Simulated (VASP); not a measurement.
# Ta16C in VASP: a series of runs

The runs below take Ta16C through single point, with PBE.

Everything below comes from runs of VASP 6.6.1. Logs are shortened: lines on timing, memory, paths and dates and some standing lists are left out, and cuts for length are marked.

**1. The cell of the first run**

The cell holds a slab with vacuum, 17 atoms: a = 6.638 Å, b = 6.638 Å, c = 20.300 Å, α = 90.00°, β = 90.00°, γ = 90.00°.

**2. Single point, PBE**

The input, INCAR:

```
PREC = Accurate
ENCUT = 520
EDIFF = 1E-6
ISMEAR = 0
SIGMA = 0.1
LREAL = Auto
LASPH = True
NELM = 60
ALGO = Normal
ISIF = 2
LWAVE = False
LCHARG = False
LDIPOL = True
IDIPOL = 3
DIPOL = 0.5 0.5 0.329
GGA = PE
NBANDS = 104
```

The input, KPOINTS:

```
Automatic mesh
0
Gamma
  4 4 1
```

The input, POSCAR:

```
Ta16C
1.0
    6.6379342676      0.0000000000      0.0000000000
    0.0000000000      6.6379342676      0.0000000000
    0.0000000000      0.0000000000     20.2996557945
Ta C
16 1
Direct
    0.2500000000      0.2500000000      0.1970476761
    0.2500000000      0.7500000000      0.1970476761
    0.7500000000      0.2500000000      0.1970476761
    0.7500000000      0.7500000000      0.1970476761
    0.0000000000      0.0000000000      0.2787970212
    0.0000000000      0.5000000000      0.2787970212
    0.5000000000      0.0000000000      0.2787970212
    0.5000000000      0.5000000000      0.2787970212
    0.2500000000      0.2500000000      0.3599139039
    0.2500000000      0.7500000000      0.3599139039
    0.7500000000      0.2500000000      0.3599139039
    0.7500000000      0.7500000000      0.3599139039
    0.0000000000      0.0000000000      0.4334879312
    0.0000000000      0.5000000000      0.4334879312
    0.5000000000      0.0000000000      0.4334879312
    0.5000000000      0.5000000000      0.4334879312
    0.0000000000      0.0625000000      0.5235495361
```

Potentials or basis: VASP PAW PBE potentials, release 64 (Ta_pv, C).

On the command line:

```console
$ cat potpaw_PBE.64/Ta_pv/POTCAR potpaw_PBE.64/C/POTCAR > POTCAR
$ mpirun -np 1 vasp_std > vasp.out
```

OUTCAR:

```text
PREC = Accurate
   ENCUT = 520
   EDIFF = 1E-6
   ISMEAR = 0
   LREAL = Auto
   LASPH = True
   NELM = 60
   ISIF = 2
   GGA = PE

 ion  position               nearest neighbor table
   1  0.250  0.250  0.197-   5 2.87   6 2.87   7 2.87   8 2.87   9 3.31   3 3.32   2 3.32   2 3.32
                             3 3.32
   2  0.250  0.750  0.197-   5 2.87   6 2.87   7 2.87   8 2.87  10 3.31   4 3.32   1 3.32   1 3.32
                             4 3.32
   3  0.750  0.250  0.197-   5 2.87   6 2.87   7 2.87   8 2.87  11 3.31   4 3.32   1 3.32   4 3.32
                             1 3.32
   4  0.750  0.750  0.197-   5 2.87   6 2.87   7 2.87   8 2.87  12 3.31   3 3.32   2 3.32   3 3.32
                             2 3.32
   5  0.000  0.000  0.279-   9 2.87  10 2.87  11 2.87  12 2.87   1 2.87   2 2.87   3 2.87   4 2.87
                            13 3.14   7 3.32   6 3.32   6 3.32   7 3.32
   6  0.000  0.500  0.279-   9 2.87  10 2.87  11 2.87  12 2.87   1 2.87   2 2.87   3 2.87   4 2.87
                            14 3.14   8 3.32   5 3.32   5 3.32   8 3.32
   7  0.500  0.000  0.279-   9 2.87  10 2.87  11 2.87  12 2.87   1 2.87   2 2.87   3 2.87   4 2.87
                            15 3.14   8 3.32   5 3.32   8 3.32   5 3.32
   8  0.500  0.500  0.279-   9 2.87  10 2.87  11 2.87  12 2.87   1 2.87   2 2.87   3 2.87   4 2.87
                            16 3.14   7 3.32   6 3.32   7 3.32   6 3.32
   9  0.250  0.250  0.360-  13 2.78  14 2.78  15 2.78  16 2.78   5 2.87   6 2.87   7 2.87   8 2.87
                             1 3.31  10 3.32  11 3.32  10 3.32  11 3.32
  10  0.250  0.750  0.360-  13 2.78  14 2.78  15 2.78  16 2.78   5 2.87   6 2.87   7 2.87   8 2.87
                             2 3.31   9 3.32  12 3.32   9 3.32  12 3.32
  11  0.750  0.250  0.360-  13 2.78  14 2.78  15 2.78  16 2.78   5 2.87   6 2.87   7 2.87   8 2.87
                             3 3.31   9 3.32  12 3.32  12 3.32   9 3.32
  12  0.750  0.750  0.360-  13 2.78  14 2.78  15 2.78  16 2.78   5 2.87   6 2.87   7 2.87   8 2.87
                             4 3.31  10 3.32  11 3.32  11 3.32  10 3.32
  13  0.000  0.000  0.433-  17 1.87  10 2.78  11 2.78  12 2.78   9 2.78   5 3.14  15 3.32  14 3.32
                            14 3.32  15 3.32
  14  0.000  0.500  0.433-   9 2.78  10 2.78  11 2.78  12 2.78   6 3.14  13 3.32  16 3.32  13 3.32
                            16 3.32
  15  0.500  0.000  0.433-   9 2.78  10 2.78  11 2.78  12 2.78   7 3.14  13 3.32  16 3.32  16 3.32
                            13 3.32
  16  0.500  0.500  0.433-   9 2.78  10 2.78  11 2.78  12 2.78   8 3.14  14 3.32  15 3.32  15 3.32
                            14 3.32
  17  0.000  0.062  0.524-  13 1.87

  LATTYP: Found a simple tetragonal cell.
 ALAT       =     6.6379342676
 C/A-ratio  =     3.0581284743

  Lattice vectors:

 A1 = (   6.6379342676,   0.0000000000,   0.0000000000)
 A2 = (   0.0000000000,   6.6379342676,   0.0000000000)
 A3 = (   0.0000000000,   0.0000000000,  20.2996557945)

Analysis of symmetry for initial positions (statically):
=====================================================================
 Subroutine PRICEL returns:
 Original cell was already a primitive cell.

 Routine SETGRP: Setting up the symmetry group for a
 simple tetragonal supercell.

 Subroutine GETGRP returns: Found  2 space group operations
 (whereof  2 operations were pure point group operations)
 out of a pool of 16 trial point group operations.

The static configuration has the point symmetry C_1h.

Analysis of symmetry for dynamics (positions and initial velocities):
=====================================================================
 Subroutine PRICEL returns:
 Original cell was already a primitive cell.

 Routine SETGRP: Setting up the symmetry group for a
 simple tetragonal supercell.

 Subroutine GETGRP returns: Found  2 space group operations
 (whereof  2 operations were pure point group operations)
 out of a pool of 16 trial point group operations.

The dynamic configuration has the point symmetry C_1h.

 Subroutine INISYM returns: Found  2 space group operations
 (whereof  2 operations are pure point group operations),
 and found     1 'primitive' translations

----------------------------------------------------------------------------------------

                                     Primitive cell

  volume of cell :     894.4469

  direct lattice vectors                    reciprocal lattice vectors
     6.637934268  0.000000000  0.000000000     0.150649277  0.000000000  0.000000000
     0.000000000  6.637934268  0.000000000     0.000000000  0.150649277  0.000000000
     0.000000000  0.000000000 20.299655795     0.000000000  0.000000000  0.049261919

  length of vectors
     6.637934268  6.637934268 20.299655795     0.150649277  0.150649277  0.049261919

  position of ions in fractional coordinates (direct lattice)
     0.250000000  0.250000000  0.197047676
     0.250000000  0.750000000  0.197047676
     0.750000000  0.250000000  0.197047676
     0.750000000  0.750000000  0.197047676
     0.000000000  0.000000000  0.278797021
     0.000000000  0.500000000  0.278797021
[... 9 lines left out ...]
     0.500000000  0.500000000  0.433487931
     0.000000000  0.062500000  0.523549536

  ion indices of the primitive-cell ions
   primitive index   ion index
                 1           1
                 2           2
                 3           3
                 4           4
                 5           5
                 6           6
[... 9 lines left out ...]
                16          16
                17          17

----------------------------------------------------------------------------------------

 KPOINTS: Automatic mesh

Automatic generation of k-mesh.
 Grid dimensions read from file:
 generate k-points for:    4    4    1

 Generating k-lattice:

  Cartesian coordinates                     Fractional coordinates (reciprocal lattice)
     0.037662319  0.000000000  0.000000000     0.250000000  0.000000000  0.000000000
     0.000000000  0.037662319  0.000000000     0.000000000  0.250000000  0.000000000
     0.000000000  0.000000000  0.049261919     0.000000000  0.000000000  1.000000000

  Length of vectors
     0.037662319  0.037662319  0.049261919

  Shift w.r.t. Gamma in fractional coordinates (k-lattice)
     0.000000000  0.000000000  0.000000000

 Subroutine IBZKPT returns following result:
 ===========================================

 Found      9 irreducible k-points:

 Following reciprocal coordinates:
            Coordinates               Weight
  0.000000  0.000000  0.000000      1.000000
  0.250000  0.000000  0.000000      2.000000
  0.000000  0.250000  0.000000      2.000000
  0.500000  0.000000  0.000000      1.000000
  0.000000  0.500000  0.000000      1.000000
  0.250000  0.250000  0.000000      4.000000
  0.500000  0.250000  0.000000      2.000000
 -0.250000  0.500000  0.000000      2.000000
  0.500000  0.500000  0.000000      1.000000
   k-points           NKPTS =      9   k-points in BZ     NKDIM =      9   number of bands    NBANDS=    104
   number of dos      NEDOS =    301   number of ions     NIONS =     17
   total plane-waves  NPLWV = 400000
   dimension x,y,z NGX =    50 NGY =   50 NGZ =  160
   dimension x,y,z NGXF=   100 NGYF=  100 NGZF=  320
   ions per type =              16   1
   NGX,Y,Z   is equivalent  to a cutoff of  12.52, 12.52, 13.10 a.u.
   NGXF,Y,Z  is equivalent  to a cutoff of  25.04, 25.04, 26.21 a.u.
 SYSTEM =  unknown system
   PREC   = accura    normal or accurate (medium, high low for compatibility)
   ISTART =      0    job   : 0-new  1-cont  2-samecut
   ICHARG =      2    charge: 1-file 2-atom 10-const
   ISPIN  =      1    spin polarized calculation?
   LNONCOLLINEAR =      F non collinear calculations
   LSORBIT =      F    spin-orbit coupling
   LASPH  =      T    aspherical Exc in radial PAW
   ENCUT  =  520.0 eV  38.22 Ry    6.18 a.u.  12.34 12.34 37.74*2*pi/ulx,y,z
   NELM   =     60;   NELMIN=  2; NELMDL= -5     # of ELM steps
   EDIFF  = 0.1E-05   stopping-criterion for ELM
   LREAL  =      T    real-space projection
   EDIFFG = 0.1E-04   stopping-criterion for IOM
   NSW    =      0    number of steps for IOM
   IBRION =     -1    ionic relax: 0-MD 1-quasi-New 2-CG
   NFREE  =      0    steps in history (QN), initial steepest desc. (CG)
   ISIF   =      2    stress and relaxation
   ISYM   =      2    0-nonsym 1-usesym 2-fastsym
   POTIM  = 0.5000    time-step for ionic-motion
   TEBEG  =    0.0;   TEEND  =   0.0 temperature during run
   PSTRESS=    0.0 pullay stress
   NELECT =     180.0000    total number of electrons
   NUPDOWN=      -1.0000    fix difference up-down
   EMIN   =  10.00;   EMAX   =-10.00  energy-range for DOS
   EFERMI =   0.00;   METHOD = LEGACY
   ISMEAR =     0;   SIGMA  =   0.10  broadening in eV -4-tet -1-fermi 0-gaus
   EFERMI_NEDOS =   21; number of points for ismear=-14 and -15
   IALGO  =     38    algorithm
   IMIX   =      4    mixing-type and parameters
     AMIX     =   0.40;   BMIX     =  1.00
     AMIX_MAG =   1.60;   BMIX_MAG =  1.00
  volume/ion in A,a.u.               =      52.61       355.06
  Fermi-wavevector in a.u.,A,eV,Ry     =   0.959358  1.812924 12.522370  0.920368
  Thomas-Fermi vector in A             =   2.088547
   LORBIT       =      0    0 simple, 1 ext, 2 COOP (PROOUT), +10 PAW based schemes
   GGA     = PE    functional components
   LHFCALC =     F    Hartree Fock is set to
   AEXX    =    0.0000 exact exchange contribution
   IVDW    =     0    specifies the selected vdW correction
   LEPSILON=     F    determine dielectric tensor
   LRPA    =     F    only Hartree local field effects (RPA)
 non-spin polarized calculation
 Gauss-broadening in eV      SIGMA  =   0.10
  energy-cutoff  :      520.00
  volume of cell :      894.45
 maximum number of plane-waves:     24163
 NGX is ok and might be reduce to    50
   NGX = 25   NGY = 25   NGZ = 75

 dipolmoment           0.000000      0.000000     -2.106135 electrons x Angstroem

 number of electron     179.9999955 magnetization

 dipolmoment           0.000000      0.000000      0.192503 electrons x Angstroem

 Free energy of the ion-electron system (eV)
  ---------------------------------------------------
  ext. energy  EPLUGINS =         0.00000000
  ---------------------------------------------------
  free energy    TOTEN  =      -179.39857610 eV

  energy without entropy =     -179.33608192  energy(sigma->0) =     -179.36732901

 E-fermi :  -0.7973     XC(G=0):  -5.3473

 val. band max:       -0.8527996392   @ k =   0.5000   0.5000   0.0000
 cond. band min:      -0.7812523573   @ k =   0.5000   0.5000   0.0000
 fundamental gap:      0.0715472819
 Fermi energy:        -0.7972799296

 k-point     1 :       0.0000    0.0000    0.0000
  band No.  band energies     occupation
      1     -35.8299      2.00000
      2     -35.8141      2.00000
      3     -35.8138      2.00000
      4     -35.8100      2.00000
      5     -35.8028      2.00000
      6     -35.8019      2.00000
[... 94 lines left out ...]
    101       0.2129      0.00000
    102       0.3196      0.00000

 k-point     2 :       0.2500    0.0000    0.0000
  band No.  band energies     occupation
      1     -35.8169      2.00000
      2     -35.8081      2.00000
      3     -35.8003      2.00000
      4     -35.7965      2.00000
      5     -35.7854      2.00000
      6     -35.7827      2.00000
[... 724 lines left out ...]
    101      -0.2135      0.00000
    102      -0.1186      0.00000

 k-point     9 :       0.5000    0.5000    0.0000
  band No.  band energies     occupation
      1     -35.7820      2.00000
      2     -35.7740      2.00000
      3     -35.7731      2.00000
      4     -35.7688      2.00000
      5     -35.7130      2.00000
      6     -35.7128      2.00000
[... 94 lines left out ...]
    101      -0.3107      0.00000
    102      -0.0562      0.00000
 [bands above 102 left out]

------------------------ aborting loop because EDIFF is reached ----------------------------------------

 vacuum level on the upper side and lower side of the slab       (xc-potential included)         0.249        -0.556

  FORCE on cell =-STRESS in cart. coord.  units (eV):
  Direction    XX          YY          ZZ          XY          YZ          ZX
  --------------------------------------------------------------------------------------
  -------------------------------------------------------------------------------------
  Total      -17.5826916    -17.8939461     -2.8062003      0.0000000      0.2134950      0.0000000
  in kB      -31.4949826    -32.0525170     -5.0266041      0.0000000      0.3824228      0.0000000
  external PRESSURE =     -22.8580345 kB  Pullay stress =       0.0000000 kB

 VOLUME and BASIS-vectors are now :
 -----------------------------------------------------------------------------
  energy-cutoff  :      520.00
  volume of cell :      894.45
      direct lattice vectors                 reciprocal lattice vectors
     6.637934268  0.000000000  0.000000000     0.150649277  0.000000000  0.000000000
     0.000000000  6.637934268  0.000000000     0.000000000  0.150649277  0.000000000
     0.000000000  0.000000000 20.299655795     0.000000000  0.000000000  0.049261919

 POSITION                                       TOTAL-FORCE (eV/Angst)
 -----------------------------------------------------------------------------------
      1.65948      1.65948      4.00000        -0.099763     -0.066826      0.899298
      1.65948      4.97845      4.00000        -0.066099      0.091721      0.862063
      4.97845      1.65948      4.00000         0.099763     -0.066826      0.899298
      4.97845      4.97845      4.00000         0.066099      0.091721      0.862063
      0.00000      0.00000      5.65948         0.000000      0.000431     -1.283339
      0.00000      3.31897      5.65948         0.000000      0.059801     -0.775051
[... 9 lines left out ...]
      3.31897      3.31897      8.79966         0.000000      0.005603     -0.428939
      0.00000      0.41487     10.62788         0.000000      0.368444      0.135432
 -----------------------------------------------------------------------------------
    total drift:                                0.000000      0.002682      0.017383

  FREE ENERGIE OF THE ION-ELECTRON SYSTEM (eV)
  ---------------------------------------------------
  free  energy   TOTEN  =      -179.3985760986 eV

  energy  without entropy=     -179.3360819164  energy(sigma->0) =     -179.36732901

 vacuum level on the upper side and lower side of the slab         3.884         3.056
```

It took 28 min on 1 thread of Intel Xeon 6975P-C (Granite Rapids), shared host; peak memory 1.1 GiB.

Results:

```
Free energy            : -179.3986 eV
Largest force          : 1.416 eV/Å
Band gap on the k mesh : zero (bands 90 and 91 overlap by 0.58 eV)
```

Forces on the atoms (eV/Å):
```
Ta  -0.100 -0.067  0.899
Ta  -0.066  0.092  0.862
Ta   0.100 -0.067  0.899
Ta   0.066  0.092  0.862
Ta   0.000  0.000 -1.283
Ta   0.000  0.060 -0.775
Ta   0.000  0.035 -0.779
Ta   0.000 -0.055 -0.652
Ta   0.449  0.463 -0.591
Ta   0.479 -0.433 -0.420
Ta  -0.449  0.463 -0.591
Ta  -0.479 -0.433 -0.420
Ta   0.000 -0.248  1.394
Ta   0.000 -0.445  0.506
Ta   0.000  0.169  0.381
Ta   0.000  0.006 -0.429
C    0.000  0.368  0.135
```

Caveat: spin-orbit coupling is left out, which moves the levels of the heavy elements.

**3. Single point, PBE**

The input, INCAR:

```
SYSTEM = Ta16C
  ALGO = Normal
  DIPOL = 0.5 0.5 0.328
  EDIFF = 1E-7
  ENCUT = 520
  GGA = PE
  IDIPOL = 3
  ISIF = 2
  ISMEAR = 0
  LASPH = .True.
  LCHARG = .False.
  LDIPOL = .True.
  LREAL = Auto
  LWAVE = .False.
  NBANDS = 104
  NELM = 80
  PREC = Accurate
  SIGMA = 0.1
```

The input, KPOINTS:

```
k-points
0
Gamma
  4 4 1
  0 0 0
```

Edit POSCAR of step 2 so:

```diff
@@ -24,2 +24,2 @@
     0.5000000000      0.5000000000      0.4334879312
-    0.0000000000      0.0625000000      0.5235495361
+    0.0000000000      0.1875000000      0.5019989133
```

Potentials or basis: VASP PAW PBE potentials, release 64 (Ta_pv, C).

On the command line:

```console
$ cat potpaw_PBE.64/Ta_pv/POTCAR potpaw_PBE.64/C/POTCAR > POTCAR
$ mpirun -np 1 vasp_std > vasp.out
```

Wall time 80 min (1 thread of Intel Xeon 8259CL, shared host); peak memory 1.1 GiB.

It converged, with:

| Quantity | Value |
| --- | --- |
| Free energy | -180.7225 eV |
| Largest force | 3.654 eV/Å |
| Band gap on the k mesh | zero (bands 90 and 91 overlap by 0.52 eV) |

Forces on the atoms (eV/Å):
```
Ta  -0.042 -0.006  0.939
Ta  -0.034  0.022  0.833
Ta   0.042 -0.006  0.939
Ta   0.034  0.022  0.833
Ta   0.000  0.156 -1.370
Ta   0.000 -0.014 -0.828
Ta   0.000  0.096 -0.762
Ta   0.000 -0.158 -0.855
Ta   0.197  0.199 -0.586
Ta   0.496 -0.190 -0.204
Ta  -0.197  0.199 -0.586
Ta  -0.496 -0.190 -0.204
Ta   0.000 -2.280 -0.091
Ta   0.000 -1.845  2.173
Ta   0.000  0.150  0.102
Ta   0.000  0.195 -0.429
C    0.000  3.652  0.096
```

Levels at points of the mesh, in eV from the Fermi level:
| k point | band 87 | band 88 | band 89 | band 90 | band 91 | band 92 | band 93 | band 94 |
| --- | --- | --- | --- | --- | --- | --- | --- | --- |
| (0.00, 0.00, 0.00) | -0.01 | 0.04 | 0.11 | 0.13 | 0.17 | 0.26 | 0.34 | 0.35 |
| (0.50, 0.00, 0.00) | -0.56 | -0.35 | -0.33 | -0.13 | 0.10 | 0.12 | 0.27 | 0.27 |
| (0.00, 0.50, 0.00) | -0.41 | -0.38 | -0.38 | -0.21 | -0.14 | 0.23 | 0.23 | 0.27 |
| (0.50, 0.50, 0.00) | -0.94 | -0.82 | -0.80 | -0.51 | -0.39 | -0.22 | -0.13 | -0.10 |

Caveat: spin-orbit coupling is left out, which moves the levels of the heavy elements.

The gap in the log of VASP goes by the Fermi energy; the results here count the filled bands.